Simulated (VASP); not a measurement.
# NbTlTe4 (I4mm) in VASP: a series of runs

NbTlTe4 is run at these levels: PBE; tasks: single point.

Everything below comes from runs of VASP 6.6.1. Logs are shortened: lines on timing, memory, paths and dates and some standing lists are left out, and cuts for length are marked.

**1. The cell of the first run**

The typed cell holds 6 atoms: a = 6.897 Å, b = 6.897 Å, c = 6.897 Å, α = 99.15°, β = 99.15°, γ = 132.99°.

The cell was generated, and may not be a known phase.

**2. Single point, PBE**

INCAR

```
SYSTEM = NbTlTe4
  PREC = Accurate
  ENCUT = 520
  EDIFF = 1E-6
  ISMEAR = 0
  SIGMA = 0.01
  LREAL = .FALSE.
  LASPH = .TRUE.
  NELM = 80
  ALGO = Normal
  ISIF = 2
  LWAVE = .FALSE.
  LCHARG = .TRUE.
  GGA = PE
  LELF = .TRUE.
  LVHAR = .TRUE.
  NBANDS = 34
```

KPOINTS

```
regular mesh
0
G
  8 8 8
  0 0 0
```

POSCAR

```
NbTlTe4
1.0
   -4.4720374950      4.4720374950      2.7505572123
    4.4720374950     -4.4720374950      2.7505572123
    4.4720374950      4.4720374950     -2.7505572123
Nb Tl Te
1 1 4
Direct
    0.8766552209      0.8766552209      0.0000000000
    0.3766438520      0.3766438520      0.0000000000
    0.8769306043      0.5759152159      0.6989846117
    0.8769306043      0.1779459926      0.3010153883
    0.1779459926      0.8769306043      0.3010153883
    0.5759152159      0.8769306043      0.6989846117
```

Potentials or basis: VASP PAW PBE potentials, release 64 (Nb_sv, Tl_d, Te).

Launch:

```bash
> cat potpaw_PBE.64/Nb_sv/POTCAR potpaw_PBE.64/Tl_d/POTCAR potpaw_PBE.64/Te/POTCAR > POTCAR
> mpirun -np 1 vasp_std > vasp.out
```

OUTCAR:

```text
SYSTEM = NbTlTe4
   PREC = Accurate
   ENCUT = 520
   EDIFF = 1E-6
   ISMEAR = 0
   LREAL = .FALSE.
   LASPH = .TRUE.
   NELM = 80
   ISIF = 2
   GGA = PE

 ion  position               nearest neighbor table
   1  0.877  0.877  0.000-   4 2.69   5 2.69   3 2.69   6 2.69   2 2.75   2 2.75
   2  0.377  0.377  0.000-   1 2.75   1 2.75   4 3.85   5 3.85   3 3.85   6 3.85   5 3.85   4 3.85
                             6 3.85   3 3.85
   3  0.877  0.576  0.699-   1 2.69   4 3.56   2 3.85   2 3.85
   4  0.877  0.178  0.301-   1 2.69   3 3.56   2 3.85   2 3.85
   5  0.178  0.877  0.301-   1 2.69   6 3.56   2 3.85   2 3.85
   6  0.576  0.877  0.699-   1 2.69   5 3.56   2 3.85   2 3.85

  LATTYP: Found a body centered tetragonal cell.
 ALAT       =     8.9440749900
 C/A-ratio  =     0.6150568316

  Lattice vectors:

 A1 = (  -4.4720374950,   4.4720374950,   2.7505572123)
 A2 = (   4.4720374950,  -4.4720374950,   2.7505572123)
 A3 = (   4.4720374950,   4.4720374950,  -2.7505572123)

Analysis of symmetry for initial positions (statically):
=====================================================================
 Subroutine PRICEL returns:
 Original cell was already a primitive cell.

 Routine SETGRP: Setting up the symmetry group for a
 body centered tetragonal supercell.

 Subroutine GETGRP returns: Found  8 space group operations
 (whereof  8 operations were pure point group operations)
 out of a pool of 16 trial point group operations.

The static configuration has the point symmetry C_4v.

Analysis of symmetry for dynamics (positions and initial velocities):
=====================================================================
 Subroutine PRICEL returns:
 Original cell was already a primitive cell.

 Routine SETGRP: Setting up the symmetry group for a
 body centered tetragonal supercell.

 Subroutine GETGRP returns: Found  8 space group operations
 (whereof  8 operations were pure point group operations)
 out of a pool of 16 trial point group operations.

The dynamic configuration has the point symmetry C_4v.

 Subroutine INISYM returns: Found  8 space group operations
 (whereof  8 operations are pure point group operations),
 and found     1 'primitive' translations

----------------------------------------------------------------------------------------

                                     Primitive cell

  volume of cell :     220.0349

  direct lattice vectors                    reciprocal lattice vectors
    -4.472037495  4.472037495  2.750557212     0.000000000  0.111805860  0.181781349
     4.472037495 -4.472037495  2.750557212     0.111805860  0.000000000  0.181781349
     4.472037495  4.472037495 -2.750557212     0.111805860  0.111805860  0.000000000

  length of vectors
     6.896651629  6.896651629  6.896651629     0.213412767  0.213412767  0.158117364

  position of ions in fractional coordinates (direct lattice)
     0.876655221  0.876655221  0.000000000
     0.376643852  0.376643852  0.000000000
     0.876930604  0.575915216  0.698984612
     0.876930604  0.177945993  0.301015388
     0.177945993  0.876930604  0.301015388
     0.575915216  0.876930604  0.698984612

  ion indices of the primitive-cell ions
   primitive index   ion index
                 1           1
                 2           2
                 3           3
                 4           4
                 5           5
                 6           6

----------------------------------------------------------------------------------------

 KPOINTS: regular mesh

Automatic generation of k-mesh.
 Grid dimensions read from file:
 generate k-points for:    8    8    8

 Generating k-lattice:

  Cartesian coordinates                     Fractional coordinates (reciprocal lattice)
     0.000000000  0.013975733  0.022722669     0.125000000  0.000000000  0.000000000
     0.013975733  0.000000000  0.022722669     0.000000000  0.125000000  0.000000000
     0.013975733  0.013975733  0.000000000     0.000000000  0.000000000  0.125000000

  Length of vectors
     0.026676596  0.026676596  0.019764671

  Shift w.r.t. Gamma in fractional coordinates (k-lattice)
     0.000000000  0.000000000  0.000000000

 Subroutine IBZKPT returns following result:
 ===========================================

 Found     59 irreducible k-points:

 Following reciprocal coordinates:
            Coordinates               Weight
  0.000000  0.000000  0.000000      1.000000
  0.125000  0.000000 -0.000000      8.000000
  0.250000  0.000000 -0.000000      8.000000
  0.375000  0.000000 -0.000000      8.000000
  0.500000  0.000000 -0.000000      4.000000
  0.125000  0.125000 -0.000000      8.000000
[... 16 lines left out ...]
  0.250000  0.125000  0.125000     16.000000
  0.375000  0.125000  0.125000      8.000000
 [... further k-points ...]
   k-points           NKPTS =     59   k-points in BZ     NKDIM =     59   number of bands    NBANDS=     34
   number of dos      NEDOS =    301   number of ions     NIONS =      6
   total plane-waves  NPLWV = 157464
   dimension x,y,z NGX =    54 NGY =   54 NGZ =   54
   dimension x,y,z NGXF=   108 NGYF=  108 NGZF=  108
   ions per type =               1   1   4
   NGX,Y,Z   is equivalent  to a cutoff of  13.02, 13.02, 13.02 a.u.
   NGXF,Y,Z  is equivalent  to a cutoff of  26.03, 26.03, 26.03 a.u.
 SYSTEM =  NbTlTe4
   PREC   = accura    normal or accurate (medium, high low for compatibility)
   ISTART =      0    job   : 0-new  1-cont  2-samecut
   ICHARG =      2    charge: 1-file 2-atom 10-const
   ISPIN  =      1    spin polarized calculation?
   LNONCOLLINEAR =      F non collinear calculations
   LSORBIT =      F    spin-orbit coupling
   LASPH  =      T    aspherical Exc in radial PAW
   ENCUT  =  520.0 eV  38.22 Ry    6.18 a.u.  12.82 12.82 12.82*2*pi/ulx,y,z
   NELM   =     80;   NELMIN=  2; NELMDL= -5     # of ELM steps
   EDIFF  = 0.1E-05   stopping-criterion for ELM
   LREAL  =      F    real-space projection
   EDIFFG = 0.1E-04   stopping-criterion for IOM
   NSW    =      0    number of steps for IOM
   IBRION =     -1    ionic relax: 0-MD 1-quasi-New 2-CG
   NFREE  =      0    steps in history (QN), initial steepest desc. (CG)
   ISIF   =      2    stress and relaxation
   ISYM   =      2    0-nonsym 1-usesym 2-fastsym
   POTIM  = 0.5000    time-step for ionic-motion
   TEBEG  =    0.0;   TEEND  =   0.0 temperature during run
   PSTRESS=    0.0 pullay stress
   NELECT =      50.0000    total number of electrons
   NUPDOWN=      -1.0000    fix difference up-down
   EMIN   =  10.00;   EMAX   =-10.00  energy-range for DOS
   EFERMI =   0.00;   METHOD = LEGACY
   ISMEAR =     0;   SIGMA  =   0.01  broadening in eV -4-tet -1-fermi 0-gaus
   EFERMI_NEDOS =   21; number of points for ismear=-14 and -15
   IALGO  =     38    algorithm
   IMIX   =      4    mixing-type and parameters
     AMIX     =   0.40;   BMIX     =  1.00
     AMIX_MAG =   1.60;   BMIX_MAG =  1.00
  volume/ion in A,a.u.               =      36.67       247.48
  Fermi-wavevector in a.u.,A,eV,Ry     =   0.999005  1.887846 13.578763  0.998011
  Thomas-Fermi vector in A             =   2.131266
   LORBIT       =      0    0 simple, 1 ext, 2 COOP (PROOUT), +10 PAW based schemes
   GGA     = PE    functional components
   LHFCALC =     F    Hartree Fock is set to
   AEXX    =    0.0000 exact exchange contribution
   IVDW    =     0    specifies the selected vdW correction
   LEPSILON=     F    determine dielectric tensor
   LRPA    =     F    only Hartree local field effects (RPA)
 non-spin polarized calculation
 Gauss-broadening in eV      SIGMA  =   0.01
  energy-cutoff  :      520.00
  volume of cell :      220.03
 maximum number of plane-waves:      5975
 NGX is ok and might be reduce to    54
   NGX = 25   NGY = 25   NGZ = 25

 number of electron      50.0000001 magnetization

 Free energy of the ion-electron system (eV)
  ---------------------------------------------------
  ext. energy  EPLUGINS =         0.00000000
  ---------------------------------------------------
  free energy    TOTEN  =       -23.93465950 eV

  energy without entropy =      -23.93435069  energy(sigma->0) =      -23.93450510

 E-fermi :   4.3080     XC(G=0):  -8.6547

 val. band max:        4.3052361981   @ k =  -0.2500   0.5000   0.1250
 cond. band min:       4.3103670035   @ k =   0.5000   0.2500   0.1250
 fundamental gap:      0.0051308054
 Fermi energy:         4.3079933042

 k-point     1 :       0.0000    0.0000    0.0000
  band No.  band energies     occupation
      1     -50.7640      2.00000
      2     -26.8852      2.00000
      3     -26.8852      2.00000
      4     -26.8621      2.00000
      5      -7.4527      2.00000
      6      -7.2821      2.00000
[... 26 lines left out ...]
     33       7.3868      0.00000
     34       7.5836      0.00000

 k-point     2 :       0.1250    0.0000   -0.0000
  band No.  band energies     occupation
      1     -50.7639      2.00000
      2     -26.8853      2.00000
      3     -26.8853      2.00000
      4     -26.8645      2.00000
      5      -7.4118      2.00000
      6      -7.2318      2.00000
[... 26 lines left out ...]
     33       7.5581      0.00000
     34       8.2023      0.00000

 k-point     3 :       0.2500    0.0000   -0.0000
  band No.  band energies     occupation
      1     -50.7638      2.00000
      2     -26.8854      2.00000
      3     -26.8854      2.00000
      4     -26.8701      2.00000
      5      -7.3196      2.00000
      6      -7.1504      2.00000
[... 26 lines left out ...]
     33       7.8248      0.00000
     34       8.8602      0.00000
[... 704 lines left out ...]
 k-point    23 :       0.2500    0.1250    0.1250
  band No.  band energies     occupation
      1     -50.7636      2.00000
      2     -26.8855      2.00000
      3     -26.8855      2.00000
      4     -26.8758      2.00000
      5      -7.2346      2.00000
      6      -7.1457      2.00000
[... 26 lines left out ...]
     33       8.7364      0.00000
     34       9.5154      0.00000

 k-point    24 :       0.3750    0.1250    0.1250
  band No.  band energies     occupation
      1     -50.7635      2.00000
      2     -26.8856      2.00000
      3     -26.8856      2.00000
      4     -26.8782      2.00000
      5      -7.2006      2.00000
      6      -7.1417      2.00000
[... 26 lines left out ...]
     33       8.8583      0.00000
     34       9.4312      0.00000

 [... further k-points ...]

------------------------ aborting loop because EDIFF is reached ----------------------------------------

  FORCE on cell =-STRESS in cart. coord.  units (eV):
  Direction    XX          YY          ZZ          XY          YZ          ZX
  --------------------------------------------------------------------------------------
  -------------------------------------------------------------------------------------
  Total       -0.1147864     -0.1147864     -0.1044062      0.0000000      0.0000000      0.0000000
  in kB       -0.8358137     -0.8358137     -0.7602304      0.0000000      0.0000000      0.0000000
  external PRESSURE =      -0.8106192 kB  Pullay stress =       0.0000000 kB

 VOLUME and BASIS-vectors are now :
 -----------------------------------------------------------------------------
  energy-cutoff  :      520.00
  volume of cell :      220.03
      direct lattice vectors                 reciprocal lattice vectors
    -4.472037495  4.472037495  2.750557212     0.000000000  0.111805860  0.181781349
     4.472037495 -4.472037495  2.750557212     0.111805860  0.000000000  0.181781349
     4.472037495  4.472037495 -2.750557212     0.111805860  0.111805860  0.000000000

 POSITION                                       TOTAL-FORCE (eV/Angst)
 -----------------------------------------------------------------------------------
      0.00000      0.00000      4.82258         0.000000     -0.000000      0.000817
      0.00000      0.00000      2.07196         0.000000     -0.000000      0.000636
      1.77973      4.47204      2.07354         0.010821     -0.000000     -0.000363
     -1.77973      4.47204      2.07354        -0.010821     -0.000000     -0.000363
      4.47204     -1.77973      2.07354         0.000000     -0.010821     -0.000363
      4.47204      1.77973      2.07354         0.000000      0.010821     -0.000363
 -----------------------------------------------------------------------------------
    total drift:                               -0.000000     -0.000000      0.000031

  FREE ENERGIE OF THE ION-ELECTRON SYSTEM (eV)
  ---------------------------------------------------
  free  energy   TOTEN  =       -23.9346595011 eV

  energy  without entropy=      -23.9343506910  energy(sigma->0) =      -23.93450510
```

It took 24 min on 1 thread of Intel Xeon 8259CL, shared host; peak memory 0.7 GiB.

Results:

```
Free energy            : -23.9347 eV
Pressure               : -0.1 GPa
Largest force          : 0.011 eV/Å
Band gap on the k mesh : zero (bands 25 and 26 overlap by 0.94 eV)
```

Forces in eV/Å, atoms in the order of the input:
```
Nb   0.000  0.000  0.001
Tl   0.000  0.000  0.001
Te   0.011  0.000  0.000
Te  -0.011  0.000  0.000
Te   0.000 -0.011  0.000
Te   0.000  0.011  0.000
```

Caveat: spin-orbit coupling is left out, which moves the levels of the heavy elements.

**3. Single point, PBE**

INCAR

```
SYSTEM = NbTlTe4
PREC = Accurate
ENCUT = 520
EDIFF = 1E-6
ISMEAR = 0
SIGMA = 0.1
LREAL = .False.
LASPH = .True.
NELM = 80
ALGO = Normal
ISIF = 2
LWAVE = .False.
LCHARG = .True.
GGA = PE
LELF = .True.
LVHAR = .True.
NBANDS = 34
```

KPOINTS

```
Automatic mesh
0
Gamma
  8 8 8
  0 0 0
```

POSCAR

```
NbTlTe4
1.0
   -4.4687668468      4.4687668468      2.7536949088
    4.4687668468     -4.4687668468      2.7536949088
    4.4687668468      4.4687668468     -2.7536949088
Nb Tl Te
1 1 4
Direct
    0.8767327564      0.8767327564      0.0000000000
    0.3767349365      0.3767349365      0.0000000000
    0.8768884493      0.5756199938      0.6987315445
    0.8768884493      0.1781569048      0.3012684555
    0.1781569048      0.8768884493      0.3012684555
    0.5756199938      0.8768884493      0.6987315445
```

Potentials or basis: VASP PAW PBE potentials, release 64 (Nb_sv, Tl_d, Te).

Launch:

```bash
> cat potpaw_PBE.64/Nb_sv/POTCAR potpaw_PBE.64/Tl_d/POTCAR potpaw_PBE.64/Te/POTCAR > POTCAR
> mpirun -np 1 vasp_std > vasp.out
```

Wall time 22 min (1 thread of Intel Xeon 8259CL, shared host); peak memory 0.69 GiB.

The run converged. Its results:

```yaml
Free_energy: -23.9512 eV
Pressure: -0.1 GPa
Largest_force: 0.018 eV/Å
Band_gap_on_the_k_mesh: zero (bands 25 and 26 overlap by 0.94 eV)
```

Forces on the atoms (eV/Å):
```
Nb   0.000  0.000  0.001
Tl   0.000  0.000  0.000
Te   0.018  0.000  0.000
Te  -0.018  0.000  0.000
Te   0.000 -0.018  0.000
Te   0.000  0.018  0.000
```

Levels at points of the mesh, in eV from the Fermi level:
```
           k point  band 22  band 23  band 24  band 25  band 26  band 27  band 28  band 29
(0.00, 0.00, 0.00)    -1.86    -1.06    -0.02    -0.02     1.06     1.27     1.29     1.29
(0.50, 0.00, 0.00)    -1.53    -1.46    -0.33    -0.31     0.06     0.56     1.04     1.04
(0.50, 0.50, 0.00)    -1.53    -1.06    -0.77    -0.20     0.23     0.58     1.11     2.24
(0.50, 0.50, 0.50)    -1.64    -0.70    -0.51    -0.51     0.65     1.24     1.24     1.61
```

Caveat: spin-orbit coupling is left out, which moves the levels of the heavy elements.
